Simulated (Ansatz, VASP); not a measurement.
**Two plane-wave programs on GaP**

```
CELL_PARAMETERS angstrom
0.00000 2.72540 2.72540
2.72540 0.00000 2.72540
2.72540 2.72540 0.00000
ATOMIC_POSITIONS crystal
Ga 0.00000 0.00000 0.00000
P 0.25000 0.25000 0.25000
```

Alike in both runs: task single point; functional r2SCAN; k mesh 6 × 6 × 6; occupations gaussian, width 0.2 eV; no spin polarisation.

```csv
,VASP,Ansatz
version,VASP 6.6.1,Ansatz 0.2.0
potentials or method,"VASP PAW PBE potentials, release 64 (Ga_d, P)",plane waves
plane-wave cutoff (eV),520,500
valence electrons in the cell,18,18
```

```tsv
	VASP	Ansatz	Ansatz less VASP
gap on the k mesh at the Fermi level (eV)	1.91	1.90	-0.004
pressure (GPa)	0.0	0.1	+0.06
```

VASP's potentials were made for PBE, not for r2SCAN.
